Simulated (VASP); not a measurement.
# Na (P6_3/mmc) in VASP: notebook

Na is run at these levels: PBEsol; tasks: single point.

All numbers are computed with VASP 6.6.1; they aren't measurements. Logs are shortened: lines on timing, memory, paths and dates and some standing lists are left out, and cuts for length are marked.

## 1. The cell of the first run

The structure is hexagonal, space group P6_3/mmc (No. 194). Conventional cell: a = 3.625 Å, b = 3.625 Å, c = 12.281 Å, α = 90.00°, β = 90.00°, γ = 120.00°. Na (site symmetry -6m2) has 12 Na at 3.62 to 3.72 Å within 4.8 Å. Within 4.8 Å of Na (site symmetry -3m) lie 12 Na at 3.62 to 3.72 Å.

This isn't the form of Na at room conditions, which is bcc.

## 2. Single point, PBEsol

Contents of INCAR:

```
  ALGO = Fast
  EDIFF = 1E-6
  ENCUT = 520
  GGA = PS
  ISIF = 2
  ISMEAR = -1
  LASPH = T
  LCHARG = F
  LREAL = F
  LWAVE = F
  NBANDS = 22
  NELM = 80
  PREC = Accurate
  SIGMA = 0.05
```

Contents of KPOINTS:

```
k-points
0
Gamma
  8 8 3
```

Contents of POSCAR:

```
Na
1.0
    3.6248439025      0.0000000000      0.0000000000
   -1.8124219512      3.1392069043      0.0000000000
    0.0000000000      0.0000000000     12.2813860211
Na
4
Direct
    0.6666666667      0.3333333333      0.7500000000
    0.0000000000      0.0000000000      0.5000000000
    0.3333333333      0.6666666667      0.2500000000
    0.0000000000      0.0000000000      0.0000000000
```

Potentials or basis: VASP PAW PBE potentials, release 64 (Na_pv).

Run with:

```console
$ cat potpaw_PBE.64/Na_pv/POTCAR > POTCAR
$ mpirun -np 1 vasp_std > vasp.out
```

OUTCAR:

```text
EDIFF = 1E-6
   ENCUT = 520
   GGA = PS
   ISIF = 2
   ISMEAR = -1
   LASPH = T
   LREAL = F
   NELM = 80
   PREC = Accurate

 ion  position               nearest neighbor table
   1  0.667  0.333  0.750-
   2  0.000  0.000  0.500-
   3  0.333  0.667  0.250-
   4  0.000  0.000  0.000-

  LATTYP: Found a hexagonal cell.
 ALAT       =     3.6248439025
 C/A-ratio  =     3.3881144544

  Lattice vectors:

 A1 = (   3.6248439025,   0.0000000000,   0.0000000000)
 A2 = (  -1.8124219512,   3.1392069043,   0.0000000000)
 A3 = (   0.0000000000,   0.0000000000,  12.2813860211)

Analysis of symmetry for initial positions (statically):
=====================================================================
 Subroutine PRICEL returns:
 Original cell was already a primitive cell.

 Routine SETGRP: Setting up the symmetry group for a
 hexagonal supercell.

 Subroutine GETGRP returns: Found 24 space group operations
 (whereof 12 operations were pure point group operations)
 out of a pool of 24 trial point group operations.

The static configuration has the point symmetry D_3d.
 The point group associated with its full space group is D_6h.

Analysis of symmetry for dynamics (positions and initial velocities):
=====================================================================
 Subroutine PRICEL returns:
 Original cell was already a primitive cell.

 Routine SETGRP: Setting up the symmetry group for a
 hexagonal supercell.

 Subroutine GETGRP returns: Found 24 space group operations
 (whereof 12 operations were pure point group operations)
 out of a pool of 24 trial point group operations.

The dynamic configuration has the point symmetry D_3d.
 The point group associated with its full space group is D_6h.

 Subroutine INISYM returns: Found 24 space group operations
 (whereof 12 operations are pure point group operations),
 and found     1 'primitive' translations

----------------------------------------------------------------------------------------

                                     Primitive cell

  volume of cell :     139.7515

  direct lattice vectors                    reciprocal lattice vectors
     3.624843902  0.000000000  0.000000000     0.275873948  0.159275898  0.000000000
    -1.812421951  3.139206904  0.000000000     0.000000000  0.318551797  0.000000000
     0.000000000  0.000000000 12.281386021     0.000000000  0.000000000  0.081424035

  length of vectors
     3.624843902  3.624843902 12.281386021     0.318551797  0.318551797  0.081424035

  position of ions in fractional coordinates (direct lattice)
     0.666666667  0.333333333  0.750000000
     0.000000000  0.000000000  0.500000000
     0.333333333  0.666666667  0.250000000
     0.000000000  0.000000000  0.000000000

  ion indices of the primitive-cell ions
   primitive index   ion index
                 1           1
                 2           2
                 3           3
                 4           4

----------------------------------------------------------------------------------------

 KPOINTS: k-points

Automatic generation of k-mesh.
 Grid dimensions read from file:
 generate k-points for:    8    8    3

 Generating k-lattice:

  Cartesian coordinates                     Fractional coordinates (reciprocal lattice)
     0.034484244  0.019909487  0.000000000     0.125000000  0.000000000  0.000000000
     0.000000000  0.039818975  0.000000000     0.000000000  0.125000000  0.000000000
     0.000000000  0.000000000  0.027141345     0.000000000  0.000000000  0.333333333

  Length of vectors
     0.039818975  0.039818975  0.027141345

  Shift w.r.t. Gamma in fractional coordinates (k-lattice)
     0.000000000  0.000000000  0.000000000

 Subroutine IBZKPT returns following result:
 ===========================================

 Found     20 irreducible k-points:

 Following reciprocal coordinates:
            Coordinates               Weight
  0.000000  0.000000  0.000000      1.000000
  0.125000  0.000000  0.000000      6.000000
  0.250000  0.000000  0.000000      6.000000
  0.375000 -0.000000  0.000000      6.000000
  0.500000  0.000000  0.000000      3.000000
  0.125000  0.125000  0.000000      6.000000
[... 12 lines left out ...]
  0.250000  0.250000  0.333333     12.000000
  0.375000  0.250000  0.333333     12.000000
   k-points           NKPTS =     20   k-points in BZ     NKDIM =     20   number of bands    NBANDS=     22
   number of dos      NEDOS =    301   number of ions     NIONS =      4
   total plane-waves  NPLWV =  75264
   dimension x,y,z NGX =    28 NGY =   28 NGZ =   96
   dimension x,y,z NGXF=    56 NGYF=   56 NGZF=  192
   ions per type =               4
   NGX,Y,Z   is equivalent  to a cutoff of  12.84, 12.84, 12.99 a.u.
   NGXF,Y,Z  is equivalent  to a cutoff of  25.68, 25.68, 25.99 a.u.
 SYSTEM =  unknown system
   PREC   = accura    normal or accurate (medium, high low for compatibility)
   ISTART =      0    job   : 0-new  1-cont  2-samecut
   ICHARG =      2    charge: 1-file 2-atom 10-const
   ISPIN  =      1    spin polarized calculation?
   LNONCOLLINEAR =      F non collinear calculations
   LSORBIT =      F    spin-orbit coupling
   LASPH  =      T    aspherical Exc in radial PAW
   ENCUT  =  520.0 eV  38.22 Ry    6.18 a.u.   6.74  6.74 22.84*2*pi/ulx,y,z
   NELM   =     80;   NELMIN=  2; NELMDL= -5     # of ELM steps
   EDIFF  = 0.1E-05   stopping-criterion for ELM
   LREAL  =      F    real-space projection
   EDIFFG = 0.1E-04   stopping-criterion for IOM
   NSW    =      0    number of steps for IOM
   IBRION =     -1    ionic relax: 0-MD 1-quasi-New 2-CG
   NFREE  =      0    steps in history (QN), initial steepest desc. (CG)
   ISIF   =      2    stress and relaxation
   ISYM   =      2    0-nonsym 1-usesym 2-fastsym
   POTIM  = 0.5000    time-step for ionic-motion
   TEBEG  =    0.0;   TEEND  =   0.0 temperature during run
   PSTRESS=    0.0 pullay stress
   NELECT =      28.0000    total number of electrons
   NUPDOWN=      -1.0000    fix difference up-down
   EMIN   =  10.00;   EMAX   =-10.00  energy-range for DOS
   EFERMI =   0.00;   METHOD = LEGACY
   ISMEAR =    -1;   SIGMA  =   0.05  broadening in eV -4-tet -1-fermi 0-gaus
   EFERMI_NEDOS =   21; number of points for ismear=-14 and -15
   IALGO  =     68    algorithm
   IMIX   =      4    mixing-type and parameters
     AMIX     =   0.40;   BMIX     =  1.00
     AMIX_MAG =   1.60;   BMIX_MAG =  1.00
  volume/ion in A,a.u.               =      34.94       235.77
  Fermi-wavevector in a.u.,A,eV,Ry     =   0.957948  1.810259 12.485583  0.917664
  Thomas-Fermi vector in A             =   2.087012
   LORBIT       =      0    0 simple, 1 ext, 2 COOP (PROOUT), +10 PAW based schemes
   GGA     = PS    functional components
   LHFCALC =     F    Hartree Fock is set to
   AEXX    =    0.0000 exact exchange contribution
   IVDW    =     0    specifies the selected vdW correction
   LEPSILON=     F    determine dielectric tensor
   LRPA    =     F    only Hartree local field effects (RPA)
 non-spin polarized calculation
 RMM-DIIS sequential band-by-band and
  energy-cutoff  :      520.00
  volume of cell :      139.75
 maximum number of plane-waves:      3782
 NGX is ok and might be reduce to    28
   NGX = 13   NGY = 13   NGZ = 45

 number of electron      28.0000003 magnetization

 Free energy of the ion-electron system (eV)
  ---------------------------------------------------
  ext. energy  EPLUGINS =         0.00000000
  ---------------------------------------------------
  free energy    TOTEN  =        -5.57968768 eV

  energy without entropy =       -5.56219066  energy(sigma->0) =       -5.57093917

 E-fermi :   0.4678     XC(G=0):  -6.6593

 val. band max:        0.3827640144   @ k =   0.2500   0.2500   0.3333
 cond. band min:       0.5165397057   @ k =   0.2500   0.1250   0.3333
 fundamental gap:      0.1337756913
 Fermi energy:         0.4677724052

 k-point     1 :       0.0000    0.0000    0.0000
  band No.  band energies     occupation
      1     -24.2999      2.00000
      2     -24.2803      2.00000
      3     -24.2800      2.00000
      4     -24.2650      2.00000
      5     -24.2650      2.00000
      6     -24.2626      2.00000
[... 14 lines left out ...]
     21      11.1490      0.00000
     22      11.3354      0.00000

 k-point     2 :       0.1250    0.0000    0.0000
  band No.  band energies     occupation
      1     -24.2978      2.00000
      2     -24.2808      2.00000
      3     -24.2806      2.00000
      4     -24.2704      2.00000
      5     -24.2671      2.00000
      6     -24.2668      2.00000
[... 14 lines left out ...]
     21       9.1299      0.00000
     22       9.1940      0.00000

 k-point     3 :       0.2500    0.0000    0.0000
  band No.  band energies     occupation
      1     -24.2924      2.00000
      2     -24.2876      2.00000
      3     -24.2867      2.00000
      4     -24.2827      2.00000
      5     -24.2799      2.00000
      6     -24.2721      2.00000
[... 14 lines left out ...]
     21       6.8495      0.00000
     22       6.9346      0.00000

 k-point     4 :       0.3750   -0.0000    0.0000
  band No.  band energies     occupation
      1     -24.2999      2.00000
      2     -24.2990      2.00000
      3     -24.2950      2.00000
      4     -24.2933      2.00000
      5     -24.2842      2.00000
      6     -24.2742      2.00000
[... 14 lines left out ...]
     21       6.3797      0.00000
     22       6.7874      0.00000

 k-point     5 :       0.5000    0.0000    0.0000
  band No.  band energies     occupation
      1     -24.3054      2.00000
      2     -24.3040      2.00000
      3     -24.3003      2.00000
      4     -24.2988      2.00000
      5     -24.2791      2.00000
      6     -24.2757      2.00000
[... 317 lines left out ...]
 k-point    18 :       0.3750    0.1250    0.3333
  band No.  band energies     occupation
      1     -24.3015      2.00000
      2     -24.3006      2.00000
      3     -24.2980      2.00000
      4     -24.2971      2.00000
      5     -24.2797      2.00000
      6     -24.2787      2.00000
[... 14 lines left out ...]
     21       5.1976      0.00000
     22       5.8401      0.00000

 k-point    19 :       0.2500    0.2500    0.3333
  band No.  band energies     occupation
      1     -24.2965      2.00000
      2     -24.2961      2.00000
      3     -24.2953      2.00000
      4     -24.2939      2.00000
      5     -24.2826      2.00000
      6     -24.2823      2.00000
[... 14 lines left out ...]
     21       4.9943      0.00000
     22       5.4585      0.00000

 k-point    20 :       0.3750    0.2500    0.3333
  band No.  band energies     occupation
      1     -24.2977      2.00000
      2     -24.2969      2.00000
      3     -24.2940      2.00000
      4     -24.2938      2.00000
      5     -24.2866      2.00000
      6     -24.2862      2.00000
[... 14 lines left out ...]
     21       4.3957      0.00000
     22       4.5350      0.00000

------------------------ aborting loop because EDIFF is reached ----------------------------------------

  FORCE on cell =-STRESS in cart. coord.  units (eV):
  Direction    XX          YY          ZZ          XY          YZ          ZX
  --------------------------------------------------------------------------------------
  -------------------------------------------------------------------------------------
  Total        0.6841609      0.6841609     -0.2583534      0.0000000      0.0000000      0.0000000
  in kB        7.8435416      7.8435416     -2.9618844      0.0000000      0.0000000      0.0000000
  external PRESSURE =       4.2417329 kB  Pullay stress =       0.0000000 kB

 VOLUME and BASIS-vectors are now :
 -----------------------------------------------------------------------------
  energy-cutoff  :      520.00
  volume of cell :      139.75
      direct lattice vectors                 reciprocal lattice vectors
     3.624843902  0.000000000  0.000000000     0.275873948  0.159275898  0.000000000
    -1.812421951  3.139206904  0.000000000     0.000000000  0.318551797  0.000000000
     0.000000000  0.000000000 12.281386021     0.000000000  0.000000000  0.081424035

 POSITION                                       TOTAL-FORCE (eV/Angst)
 -----------------------------------------------------------------------------------
      1.81242      1.04640      9.21104        -0.000000      0.000000     -0.000000
      0.00000      0.00000      6.14069        -0.000000      0.000000     -0.000000
     -0.00000      2.09280      3.07035         0.000000      0.000000      0.000000
      0.00000      0.00000      0.00000        -0.000000      0.000000     -0.000000
 -----------------------------------------------------------------------------------
    total drift:                                0.000000     -0.000000      0.000000

  FREE ENERGIE OF THE ION-ELECTRON SYSTEM (eV)
  ---------------------------------------------------
  free  energy   TOTEN  =        -5.5796876759 eV

  energy  without entropy=       -5.5621906601  energy(sigma->0) =       -5.57093917
```

Wall time 53 s (1 thread of Intel Xeon Platinum 8488C (Sapphire Rapids), shared host); peak memory 0.25 GiB.

Results:

| Quantity | Value |
| --- | --- |
| Free energy | -5.5797 eV |
| Pressure | 0.4 GPa |
| Band gap on the k mesh | zero (bands 14 and 15 overlap by 3.57 eV) |

Levels at points of the mesh, in eV from the Fermi level:
```tsv
k point	band 12	band 13	band 14	band 15	band 16	band 17
(0.00, 0.00, 0.00)	-24.73	-3.40	-2.37	-2.37	0.39	0.82
(0.50, 0.00, 0.00)	-24.73	0.35	0.44	1.13	1.24	1.57
```

Caveat: the PAW data sets were made with another functional, which shifts forces and pressure a little.

## 3. Single point, PBEsol

This run uses another cell than the first one, of 35.68 Å³/atom.

Contents of INCAR:

```
SYSTEM = Na
  PREC = Accurate
  ENCUT = 520
  EDIFF = 1E-6
  ISMEAR = -1
  SIGMA = 0.05
  LREAL = .FALSE.
  LASPH = .TRUE.
  NELM = 60
  ALGO = Normal
  ISIF = 2
  LWAVE = .FALSE.
  LCHARG = .FALSE.
  GGA = PS
  NBANDS = 22
```

Contents of KPOINTS:

```
Automatic mesh
0
G
  8 8 3
  0 0 0
```

Contents of POSCAR:

```
Na
1.0
    3.6503718133      0.0000000000      0.0000000000
   -1.8251859066      3.1613147235      0.0000000000
    0.0000000000      0.0000000000     12.3678775047
Na
4
Direct
    0.6666666667      0.3333333333      0.7500000000
    0.0000000000      0.0000000000      0.5000000000
    0.3333333333      0.6666666667      0.2500000000
    0.0000000000      0.0000000000      0.0000000000
```

Potentials or basis: VASP PAW PBE potentials, release 64 (Na_pv).

Run with:

```console
$ cat potpaw_PBE.64/Na_pv/POTCAR > POTCAR
$ mpirun -np 1 vasp_std > vasp.out
```

Wall time 30 s (1 thread of Intel Xeon Platinum 8488C (Sapphire Rapids), shared host); peak memory 0.26 GiB.

The run converged. Its results:

- Free energy: -5.5847 eV
- Pressure: 0.2 GPa
- Band gap on the k mesh: zero (bands 14 and 15 overlap by 3.52 eV)

Stress tensor (GPa, compression positive):
```
 0.52  0.00  0.00
 0.00  0.52  0.00
 0.00  0.00 -0.52
```

Levels at points of the mesh, in eV from the Fermi level:
| k point | band 12 | band 13 | band 14 | band 15 | band 16 | band 17 |
| --- | --- | --- | --- | --- | --- | --- |
| (0.00, 0.00, 0.00) | -24.74 | -3.35 | -2.34 | -2.34 | 0.40 | 0.80 |
| (0.50, 0.00, 0.00) | -24.75 | 0.35 | 0.43 | 1.12 | 1.22 | 1.55 |

Caveat: the PAW data sets were made with another functional, which shifts forces and pressure a little.

## 4. Single point, PBEsol

This run uses another cell than the first one, of 36.42 Å³/atom.

Contents of INCAR:

```
ALGO = Normal
EDIFF = 1E-6
ENCUT = 520
GGA = PS
ISIF = 2
ISMEAR = -1
LASPH = T
LCHARG = F
LREAL = F
LWAVE = F
NBANDS = 22
NELM = 80
PREC = Accurate
SIGMA = 0.05
```

Contents of KPOINTS:

```
k-points
0
Gamma
  8 8 3
```

Contents of POSCAR:

```
Na
1.0
    3.6755475868      0.0000000000      0.0000000000
   -1.8377737934      3.1831175830      0.0000000000
    0.0000000000      0.0000000000     12.4531759071
Na
4
Direct
    0.6666666667      0.3333333333      0.7500000000
    0.0000000000      0.0000000000      0.5000000000
    0.3333333333      0.6666666667      0.2500000000
    0.0000000000      0.0000000000      0.0000000000
```

Run with:

```console
$ cat potpaw_PBE.64/Na_pv/POTCAR > POTCAR
$ mpirun -np 1 vasp_std > vasp.out
```

Wall time 32 s (1 thread of Intel Xeon Platinum 8488C (Sapphire Rapids), shared host); peak memory 0.26 GiB.

The run converged. Its results:

| Quantity | Value |
| --- | --- |
| Free energy | -5.5865 eV |
| Pressure | 0.0 GPa |
| Band gap on the k mesh | zero (bands 14 and 15 overlap by 3.48 eV) |

Stress tensor (GPa, compression positive):
```
 0.35  0.00  0.00
 0.00  0.35  0.00
 0.00  0.00 -0.65
```

Levels at points of the mesh, in eV from the Fermi level:
| k point | band 12 | band 13 | band 14 | band 15 | band 16 | band 17 |
| --- | --- | --- | --- | --- | --- | --- |
| (0.00, 0.00, 0.00) | -24.76 | -3.30 | -2.31 | -2.31 | 0.40 | 0.78 |
| (0.50, 0.00, 0.00) | -24.76 | 0.35 | 0.43 | 1.11 | 1.20 | 1.53 |

Caveat: the PAW data sets were made with another functional, which shifts forces and pressure a little.

## 5. The runs side by side

```tsv
cell	gap on the mesh (eV)	pressure (GPa)
a = 3.625, b = 3.625, c = 12.281 Å, angles 90.0, 90.0, 120.0°, 4 atoms	none	0.4
a = 3.650, b = 3.650, c = 12.368 Å, angles 90.0, 90.0, 120.0°, 4 atoms	none	0.2
a = 3.676, b = 3.676, c = 12.453 Å, angles 90.0, 90.0, 120.0°, 4 atoms	none	0.0
```

Alike in all rows: task single point; level PBEsol; potentials or basis VASP PAW PBE potentials, release 64 (Na_pv); no spin polarisation; k mesh 8 × 8 × 3; cutoff (eV) 520; smearing fermi-dirac 0.05 eV.

Caveats: the PAW data sets were made with another functional, which shifts forces and pressure a little.

Absolute energies hang on the potentials; compare differences alone.

The gap in the log of VASP goes by the Fermi energy; the results here count the filled bands.